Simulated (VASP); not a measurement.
# TiSn5 (R-3m) in VASP: notebook

Runs on TiSn5. Level: PBE. Tasks: single point.

All numbers are computed with VASP 6.6.1; they aren't measurements. Logs are shortened: lines on timing, memory, paths and dates and some standing lists are left out, and cuts for length are marked.

## (1) The cell of the first run

The structure is trigonal, space group R-3m (No. 166). Conventional cell: a = 5.610 Å, b = 5.610 Å, c = 17.499 Å, α = 90.00°, β = 90.00°, γ = 120.00°. Ti (site symmetry -3m) has 8 Sn at 2.79 to 3.24 Å within 3.7 Å. Sn (site symmetry 3m) has 5 Sn at 2.91 to 3.25 Å and 3 Ti at 3.24 Å within 3.8 Å. Within 3.7 Å of Sn (site symmetry 3m) lie 1 Ti at 2.79 Å and 7 Sn at 2.91 to 3.25 Å. Within 4.0 Å of Sn (site symmetry -3m) lie 8 Sn at 3.05 to 3.24 Å.

The cell was generated, and may not be a known phase.

## (2) Single point, PBE

INCAR

```
SYSTEM = TiSn5
PREC = Accurate
ENCUT = 520
EDIFF = 1E-6
ISMEAR = 0
SIGMA = 0.1
LREAL = .FALSE.
LASPH = .TRUE.
NELM = 80
ALGO = Fast
ISIF = 2
LWAVE = .FALSE.
LCHARG = .FALSE.
GGA = PE
NBANDS = 50
```

KPOINTS

```
Automatic mesh
0
G
  3 3 3
  0 0 0
```

POSCAR

```
TiSn5
1.0
    2.8048910338      1.6194045934      5.8329052175
   -2.8048910338      1.6194045934      5.8329052175
    0.0000000000     -3.2388091869      5.8329052175
Ti Sn
1 5
Direct
    0.0000000000      0.0000000000      0.0000000000
    0.6744707151      0.6744707151      0.6744707151
    0.3255292849      0.3255292849      0.3255292849
    0.8406430544      0.8406430544      0.8406430544
    0.1593569456      0.1593569456      0.1593569456
    0.5000000000      0.5000000000      0.5000000000
```

Potentials or basis: VASP PAW PBE potentials, release 64 (Ti_sv, Sn_d).

Started as:

```console
$ cat potpaw_PBE.64/Ti_sv/POTCAR potpaw_PBE.64/Sn_d/POTCAR > POTCAR
$ mpirun -np 1 vasp_std > vasp.out
```

OUTCAR:

```text
SYSTEM = TiSn5
   PREC = Accurate
   ENCUT = 520
   EDIFF = 1E-6
   ISMEAR = 0
   LREAL = .FALSE.
   LASPH = .TRUE.
   NELM = 80
   ISIF = 2
   GGA = PE

 ion  position               nearest neighbor table
   1  0.000  0.000  0.000-   4 2.79   5 2.79   2 3.24   2 3.24   3 3.24   3 3.24   2 3.24   3 3.24

   2  0.674  0.674  0.674-   4 2.91   6 3.05   1 3.24   1 3.24   1 3.24   3 3.25   3 3.25   3 3.25

   3  0.326  0.326  0.326-   5 2.91   6 3.05   1 3.24   1 3.24   1 3.24   2 3.25   2 3.25   2 3.25

   4  0.841  0.841  0.841-   1 2.79   2 2.91   6 3.24   6 3.24   6 3.24   5 3.25   5 3.25   5 3.25

   5  0.159  0.159  0.159-   1 2.79   3 2.91   6 3.24   6 3.24   6 3.24   4 3.25   4 3.25   4 3.25

   6  0.500  0.500  0.500-   2 3.05   3 3.05   5 3.24   5 3.24   4 3.24   4 3.24   5 3.24   4 3.24

  LATTYP: Found a trigonal (rhomboedric) cell.
 ALAT       =     6.6717814881
 COS(alpha) =     0.6465090041

  Lattice vectors:

 A1 = (   2.8048910338,   1.6194045934,   5.8329052175)
 A2 = (  -2.8048910338,   1.6194045934,   5.8329052175)
 A3 = (   0.0000000000,  -3.2388091869,   5.8329052175)

Analysis of symmetry for initial positions (statically):
=====================================================================
 Subroutine PRICEL returns:
 Original cell was already a primitive cell.

 Routine SETGRP: Setting up the symmetry group for a
 trigonal (rhombohedral) supercell.

 Subroutine GETGRP returns: Found 12 space group operations
 (whereof 12 operations were pure point group operations)
 out of a pool of 12 trial point group operations.

The static configuration has the point symmetry D_3d.

Analysis of symmetry for dynamics (positions and initial velocities):
=====================================================================
 Subroutine PRICEL returns:
 Original cell was already a primitive cell.

 Routine SETGRP: Setting up the symmetry group for a
 trigonal (rhombohedral) supercell.

 Subroutine GETGRP returns: Found 12 space group operations
 (whereof 12 operations were pure point group operations)
 out of a pool of 12 trial point group operations.

The dynamic configuration has the point symmetry D_3d.

 Subroutine INISYM returns: Found 12 space group operations
 (whereof 12 operations are pure point group operations),
 and found     1 'primitive' translations

----------------------------------------------------------------------------------------

                                     Primitive cell

  volume of cell :     158.9672

  direct lattice vectors                    reciprocal lattice vectors
     2.804891034  1.619404593  5.832905217     0.178260044  0.102918485  0.057147051
    -2.804891034  1.619404593  5.832905217    -0.178260044  0.102918485  0.057147051
     0.000000000 -3.238809187  5.832905217     0.000000000 -0.205836969  0.057147051

  length of vectors
     6.671781488  6.671781488  6.671781488     0.213622666  0.213622666  0.213622666

  position of ions in fractional coordinates (direct lattice)
     0.000000000  0.000000000  0.000000000
     0.674470715  0.674470715  0.674470715
     0.325529285  0.325529285  0.325529285
     0.840643054  0.840643054  0.840643054
     0.159356946  0.159356946  0.159356946
     0.500000000  0.500000000  0.500000000

  ion indices of the primitive-cell ions
   primitive index   ion index
                 1           1
                 2           2
                 3           3
                 4           4
                 5           5
                 6           6

----------------------------------------------------------------------------------------

 KPOINTS: Automatic mesh

Automatic generation of k-mesh.
 Grid dimensions read from file:
 generate k-points for:    3    3    3

 Generating k-lattice:

  Cartesian coordinates                     Fractional coordinates (reciprocal lattice)
     0.059420015  0.034306162  0.019049017     0.333333333  0.000000000 -0.000000000
    -0.059420015  0.034306162  0.019049017     0.000000000  0.333333333 -0.000000000
     0.000000000 -0.068612323  0.019049017    -0.000000000 -0.000000000  0.333333333

  Length of vectors
     0.071207555  0.071207555  0.071207555

  Shift w.r.t. Gamma in fractional coordinates (k-lattice)
     0.000000000  0.000000000  0.000000000

 Subroutine IBZKPT returns following result:
 ===========================================

 Found      6 irreducible k-points:

 Following reciprocal coordinates:
            Coordinates               Weight
  0.000000  0.000000  0.000000      1.000000
  0.333333 -0.000000  0.000000      6.000000
  0.333333  0.333333  0.000000      6.000000
 -0.333333  0.333333  0.000000      6.000000
  0.333333  0.333333  0.333333      2.000000
 -0.333333  0.333333  0.333333      6.000000
   k-points           NKPTS =      6   k-points in BZ     NKDIM =      6   number of bands    NBANDS=     50
   number of dos      NEDOS =    301   number of ions     NIONS =      6
   total plane-waves  NPLWV = 125000
   dimension x,y,z NGX =    50 NGY =   50 NGZ =   50
   dimension x,y,z NGXF=   100 NGYF=  100 NGZF=  100
   ions per type =               1   5
   NGX,Y,Z   is equivalent  to a cutoff of  12.46, 12.46, 12.46 a.u.
   NGXF,Y,Z  is equivalent  to a cutoff of  24.92, 24.92, 24.92 a.u.
 SYSTEM =  TiSn5
   PREC   = accura    normal or accurate (medium, high low for compatibility)
   ISTART =      0    job   : 0-new  1-cont  2-samecut
   ICHARG =      2    charge: 1-file 2-atom 10-const
   ISPIN  =      1    spin polarized calculation?
   LNONCOLLINEAR =      F non collinear calculations
   LSORBIT =      F    spin-orbit coupling
   LASPH  =      T    aspherical Exc in radial PAW
   ENCUT  =  520.0 eV  38.22 Ry    6.18 a.u.  12.41 12.41 12.41*2*pi/ulx,y,z
   NELM   =     80;   NELMIN=  2; NELMDL= -5     # of ELM steps
   EDIFF  = 0.1E-05   stopping-criterion for ELM
   LREAL  =      F    real-space projection
   EDIFFG = 0.1E-04   stopping-criterion for IOM
   NSW    =      0    number of steps for IOM
   IBRION =     -1    ionic relax: 0-MD 1-quasi-New 2-CG
   NFREE  =      0    steps in history (QN), initial steepest desc. (CG)
   ISIF   =      2    stress and relaxation
   ISYM   =      2    0-nonsym 1-usesym 2-fastsym
   POTIM  = 0.5000    time-step for ionic-motion
   TEBEG  =    0.0;   TEEND  =   0.0 temperature during run
   PSTRESS=    0.0 pullay stress
   NELECT =      82.0000    total number of electrons
   NUPDOWN=      -1.0000    fix difference up-down
   EMIN   =  10.00;   EMAX   =-10.00  energy-range for DOS
   EFERMI =   0.00;   METHOD = LEGACY
   ISMEAR =     0;   SIGMA  =   0.10  broadening in eV -4-tet -1-fermi 0-gaus
   EFERMI_NEDOS =   21; number of points for ismear=-14 and -15
   IALGO  =     68    algorithm
   IMIX   =      4    mixing-type and parameters
     AMIX     =   0.40;   BMIX     =  1.00
     AMIX_MAG =   1.60;   BMIX_MAG =  1.00
  volume/ion in A,a.u.               =      26.49       178.79
  Fermi-wavevector in a.u.,A,eV,Ry     =   1.312936  2.481090 23.453741  1.723801
  Thomas-Fermi vector in A             =   2.443294
   LORBIT       =      0    0 simple, 1 ext, 2 COOP (PROOUT), +10 PAW based schemes
   GGA     = PE    functional components
   LHFCALC =     F    Hartree Fock is set to
   AEXX    =    0.0000 exact exchange contribution
   IVDW    =     0    specifies the selected vdW correction
   LEPSILON=     F    determine dielectric tensor
   LRPA    =     F    only Hartree local field effects (RPA)
 non-spin polarized calculation
 RMM-DIIS sequential band-by-band and
 Gauss-broadening in eV      SIGMA  =   0.10
  energy-cutoff  :      520.00
  volume of cell :      158.97
 maximum number of plane-waves:      4311
 NGX is ok and might be reduce to    50
   NGX = 25   NGY = 25   NGZ = 25

 number of electron      81.9999998 magnetization

 Free energy of the ion-electron system (eV)
  ---------------------------------------------------
  ext. energy  EPLUGINS =         0.00000000
  ---------------------------------------------------
  free energy    TOTEN  =       -25.76223652 eV

  energy without entropy =      -25.72201949  energy(sigma->0) =      -25.74212800

 E-fermi :   7.5544     XC(G=0): -10.2839

 val. band max:        7.5380424956   @ k =  -0.3333   0.3333   0.0000
 cond. band min:       7.6083642554   @ k =   0.3333   0.3333   0.0000
 fundamental gap:      0.0703217598
 Fermi energy:         7.5543691536

 k-point     1 :       0.0000    0.0000    0.0000
  band No.  band energies     occupation
      1     -49.8909      2.00000
      2     -26.2049      2.00000
      3     -26.1181      2.00000
      4     -26.1181      2.00000
      5     -13.9778      2.00000
      6     -13.8374      2.00000
[... 42 lines left out ...]
     49       9.6812      0.00000
     50      10.9481      0.00000

 k-point     2 :       0.3333   -0.0000    0.0000
  band No.  band energies     occupation
      1     -49.8909      2.00000
      2     -26.2049      2.00000
      3     -26.1182      2.00000
      4     -26.1181      2.00000
      5     -13.9627      2.00000
      6     -13.8566      2.00000
[... 42 lines left out ...]
     49      11.3388      0.00000
     50      11.8613      0.00000

 k-point     3 :       0.3333    0.3333    0.0000
  band No.  band energies     occupation
      1     -49.8909      2.00000
      2     -26.2049      2.00000
      3     -26.1182      2.00000
      4     -26.1181      2.00000
      5     -13.9549      2.00000
      6     -13.8548      2.00000
[... 42 lines left out ...]
     49      11.1448      0.00000
     50      11.2789      0.00000

 k-point     4 :      -0.3333    0.3333    0.0000
  band No.  band energies     occupation
      1     -49.8908      2.00000
      2     -26.2049      2.00000
      3     -26.1182      2.00000
      4     -26.1182      2.00000
      5     -13.9558      2.00000
      6     -13.8717      2.00000
[... 42 lines left out ...]
     49      11.2402      0.00000
     50      11.8029      0.00000

 k-point     5 :       0.3333    0.3333    0.3333
  band No.  band energies     occupation
      1     -49.8909      2.00000
      2     -26.2049      2.00000
      3     -26.1181      2.00000
      4     -26.1181      2.00000
      5     -13.9428      2.00000
      6     -13.8463      2.00000
[... 42 lines left out ...]
     49       9.8118      0.00000
     50      10.4395      0.00000

 k-point     6 :      -0.3333    0.3333    0.3333
  band No.  band energies     occupation
      1     -49.8909      2.00000
      2     -26.2049      2.00000
      3     -26.1182      2.00000
      4     -26.1181      2.00000
      5     -13.9412      2.00000
      6     -13.8602      2.00000
[... 42 lines left out ...]
     49      10.5180      0.00000
     50      11.2987      0.00000

------------------------ aborting loop because EDIFF is reached ----------------------------------------

  FORCE on cell =-STRESS in cart. coord.  units (eV):
  Direction    XX          YY          ZZ          XY          YZ          ZX
  --------------------------------------------------------------------------------------
  -------------------------------------------------------------------------------------
  Total       -0.0642456     -0.0642456      0.0550693      0.0000000     -0.0000000     -0.0000000
  in kB       -0.6475104     -0.6475104      0.5550248      0.0000000     -0.0000000     -0.0000000
  external PRESSURE =      -0.2466653 kB  Pullay stress =       0.0000000 kB

 VOLUME and BASIS-vectors are now :
 -----------------------------------------------------------------------------
  energy-cutoff  :      520.00
  volume of cell :      158.97
      direct lattice vectors                 reciprocal lattice vectors
     2.804891034  1.619404593  5.832905217     0.178260044  0.102918485  0.057147051
    -2.804891034  1.619404593  5.832905217    -0.178260044  0.102918485  0.057147051
     0.000000000 -3.238809187  5.832905217     0.000000000 -0.205836969  0.057147051

 POSITION                                       TOTAL-FORCE (eV/Angst)
 -----------------------------------------------------------------------------------
      0.00000      0.00000      0.00000        -0.000000     -0.000000     -0.000000
      0.00000     -0.00000     11.80237        -0.000000     -0.000000      0.006402
      0.00000     -0.00000      5.69634        -0.000000      0.000000     -0.006402
      0.00000     -0.00000     14.71017        -0.000000     -0.000000      0.000805
      0.00000     -0.00000      2.78854        -0.000000      0.000000     -0.000805
      0.00000     -0.00000      8.74936         0.000000     -0.000000     -0.000000
 -----------------------------------------------------------------------------------
    total drift:                                0.000000     -0.000000      0.000000

  FREE ENERGIE OF THE ION-ELECTRON SYSTEM (eV)
  ---------------------------------------------------
  free  energy   TOTEN  =       -25.7622365150 eV

  energy  without entropy=      -25.7220194861  energy(sigma->0) =      -25.74212800
```

Run time: 3 min. Hardware: 1 thread of Intel Xeon Platinum 8559C (Emerald Rapids), shared host; peak memory 0.36 GiB.

Results:

```
Free energy            : -25.7622 eV
Pressure               : 0.0 GPa
Largest force          : 0.006 eV/Å
Band gap on the k mesh : zero (bands 41 and 42 overlap by 1.11 eV)
```

Forces on the atoms (eV/Å):
```
Ti   0.000  0.000  0.000
Sn   0.000  0.000  0.006
Sn   0.000  0.000 -0.006
Sn   0.000  0.000  0.001
Sn   0.000  0.000 -0.001
Sn   0.000  0.000  0.000
```

Stress tensor (GPa, compression positive):
```
-0.06  0.00  0.00
 0.00 -0.06  0.00
 0.00  0.00  0.06
```

Levels at points of the mesh, in eV from the Fermi level:
```tsv
k point	band 38	band 39	band 40	band 41	band 42	band 43	band 44	band 45
(0.00, 0.00, 0.00)	-1.80	-1.80	-1.48	-1.48	-1.12	0.59	0.59	1.00
```

Caveat: the k points lie up to 0.45 Å⁻¹ apart, too coarse for converged energies and pressures of a metal; spin-orbit coupling is left out, which moves the levels of the heavy elements.

## (3) Single point, PBE

This run uses another cell than the first one, of 27.95 Å³/atom.

INCAR

```
  PREC = Accurate
  ENCUT = 520
  EDIFF = 1E-6
  ISMEAR = 0
  SIGMA = 0.1
  LREAL = False
  LASPH = True
  NELM = 60
  ALGO = Normal
  ISIF = 2
  LWAVE = False
  LCHARG = False
  GGA = PE
  NBANDS = 50
```

KPOINTS

```
regular mesh
0
Gamma
  3 3 3
```

POSCAR

```
TiSn5
1.0
    3.1831504300      1.8377927600      4.7774990300
   -3.1831504300      1.8377927600      4.7774990300
    0.0000000000     -3.6755855200      4.7774990300
Ti Sn
1 5
Direct
    0.0000000000      0.0000000000      0.0000000000
    0.7512568900      0.7512568900      0.7512568900
    0.2487431100      0.2487431100      0.2487431100
    0.8825835000      0.8825835000      0.8825835000
    0.1174165000      0.1174165000      0.1174165000
    0.5000000000      0.5000000000      0.5000000000
```

Potentials or basis: VASP PAW PBE potentials, release 64 (Ti_sv, Sn_d).

Started as:

```console
$ cat potpaw_PBE.64/Ti_sv/POTCAR potpaw_PBE.64/Sn_d/POTCAR > POTCAR
$ mpirun -np 1 vasp_std > vasp.out
```

Wall time 76 s (1 thread of Intel Xeon Platinum 8559C (Emerald Rapids), shared host); peak memory 0.32 GiB.

Results (log left out):

- Free energy: 18.4928 eV
- Pressure: 76.4 GPa
- Largest force: 35.101 eV/Å
- Band gap on the k mesh: zero (bands 41 and 42 overlap by 0.57 eV)

Forces in eV/Å, atoms in the order of the input:
```
Ti    0.000   0.000   0.000
Sn    0.000   0.000 -35.101
Sn    0.000   0.000  35.101
Sn    0.000   0.000  -2.513
Sn    0.000   0.000   2.513
Sn    0.000   0.000   0.000
```

Stress tensor (GPa, compression positive):
```
 -3.97   0.00   0.00
  0.00  -3.97   0.00
  0.00   0.00 237.01
```

Levels at points of the mesh, in eV from the Fermi level:
| k point | band 37 | band 38 | band 39 | band 40 | band 41 | band 42 | band 43 | band 44 | band 45 | band 46 |
| --- | --- | --- | --- | --- | --- | --- | --- | --- | --- | --- |
| (0.00, 0.00, 0.00) | -2.35 | -2.35 | -1.91 | -0.98 | -0.58 | -0.58 | 0.18 | 0.18 | 0.49 | 1.16 |

Caveat: the k points lie up to 0.41 Å⁻¹ apart, too coarse for converged energies and pressures of a metal; atoms lie so close that the PAW spheres overlap strongly, which falsifies energies and pressures; spin-orbit coupling is left out, which moves the levels of the heavy elements; forces of over 1 eV/Å act on the atoms, so gaps and moduli don't describe the material at rest.

## (4) Single point, PBE

This run uses another cell than the first one, of 26.27 Å³/atom.

INCAR

```
ALGO = Fast
EDIFF = 1E-6
ENCUT = 520
GGA = PE
ISIF = 2
ISMEAR = 0
LASPH = T
LCHARG = F
LREAL = F
LWAVE = F
NBANDS = 50
NELM = 100
PREC = Accurate
SIGMA = 0.1
```

KPOINTS

```
k-points
0
Gamma
  6 6 6
```

POSCAR

```
TiSn5
1.0
    2.7688373447      1.5985889863      5.9354314793
   -2.7688373447      1.5985889863      5.9354314793
    0.0000000000     -3.1971779726      5.9354314793
Ti Sn
1 5
Direct
    0.0000000000      0.0000000000      0.0000000000
    0.6729005817      0.6729005817      0.6729005817
    0.3270994183      0.3270994183      0.3270994183
    0.8411423547      0.8411423547      0.8411423547
    0.1588576453      0.1588576453      0.1588576453
    0.5000000000      0.5000000000      0.5000000000
```

Started as:

```console
$ cat potpaw_PBE.64/Ti_sv/POTCAR potpaw_PBE.64/Sn_d/POTCAR > POTCAR
$ mpirun -np 1 vasp_std > vasp.out
```

Wall time 14 min (1 thread of Intel Xeon Platinum 8559C (Emerald Rapids), shared host); peak memory 0.46 GiB.

It converged, with:

```
Free energy            : -25.9565 eV
Pressure               : -0.1 GPa
Largest force          : 0.011 eV/Å
Band gap on the k mesh : zero (bands 41 and 42 overlap by 1.41 eV)
```

Forces on the atoms (eV/Å):
```
Ti   0.000  0.000  0.000
Sn   0.000  0.000  0.007
Sn   0.000  0.000 -0.007
Sn   0.000  0.000 -0.011
Sn   0.000  0.000  0.011
Sn   0.000  0.000  0.000
```

Levels at points of the mesh, in eV from the Fermi level:
```
           k point  band 39  band 40  band 41  band 42  band 43  band 44
(0.00, 0.00, 0.00)    -1.91    -1.61    -1.61    -1.05     0.64     0.64
(0.50, 0.00, 0.00)    -1.72    -0.18    -0.07     0.68     0.68     1.03
(0.50, 0.50, 0.00)    -1.14    -0.04     0.03     0.19     0.27     0.98
(0.50, 0.50, 0.50)    -1.68    -1.12    -1.12     0.13     0.20     0.55
```

Caveat: spin-orbit coupling is left out, which moves the levels of the heavy elements.

## (5) Overview

| cell | k mesh | gap on the mesh (eV) | pressure (GPa) | largest force (eV/Å) |
| --- | --- | --- | --- | --- |
| a = 6.672 Å, angles 49.7°, 6 atoms, atomic positions A | 3 × 3 × 3 | none | 0.0 | 0.01 |
| a = 6.028 Å, angles 63.8°, 6 atoms, atomic positions B | 3 × 3 × 3 | none | 76.4 | 35.10 |
| a = 6.742 Å, angles 48.5°, 6 atoms, atomic positions C | 6 × 6 × 6 | none | -0.1 | 0.01 |

Alike in all rows: task single point; level PBE; potentials or basis VASP PAW PBE potentials, release 64 (Ti_sv, Sn_d); no spin polarisation; cutoff (eV) 520; smearing gaussian 0.1 eV.

Caveats: some runs use coarse meshes; spin-orbit coupling is left out, which moves the levels of the heavy elements; atoms lie so close that the PAW spheres overlap strongly, which falsifies energies and pressures (at least some runs); forces of over 1 eV/Å act on the atoms, so gaps and moduli don't describe the material at rest (at least some runs).

Absolute energies hang on the potentials; compare differences alone.

The gap in the log of VASP goes by the Fermi energy; the results here count the filled bands.